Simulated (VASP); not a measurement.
A run of VASP 6.6.1 is set up as follows.

INCAR

```
PREC = Accurate
ENCUT = 520
EDIFF = 1E-6
ISMEAR = 0
SIGMA = 0.1
LREAL = F
LASPH = T
NELM = 60
ALGO = Normal
ISIF = 2
LWAVE = F
LCHARG = T
GGA = PS
LELF = T
LVHAR = T
NBANDS = 16
```

KPOINTS

```
Automatic mesh
0
Gamma
  18 18 18
```

File POSCAR:

```
AlRu
1.0
    2.9316697376      0.0000000000      0.0000000000
    0.0000000000      2.9316697376      0.0000000000
    0.0000000000      0.0000000000      2.9316697376
Al Ru
1 1
Direct
    0.0000000000      0.0000000000      0.0000000000
    0.5000000000      0.5000000000      0.5000000000
```

Potentials or basis: VASP PAW PBE potentials, release 64 (Al, Ru_pv).

The run is started by

```bash
$ cat potpaw_PBE.64/Al/POTCAR potpaw_PBE.64/Ru_pv/POTCAR > POTCAR
$ mpirun -np 1 vasp_std > vasp.out
```

(1) Predict the band gap on the k mesh.

(2) What does it give for the pressure?

Results:

(1) zero (an odd number of electrons rules out a gap without spin polarisation).

(2) 11.0 GPa.

Caveat: the cell differs from its parent crystal (equal strain along all axes, cell held: -1.5 %); the cell stands under pressure; the PAW data sets were made with another functional, which shifts forces and pressure a little.
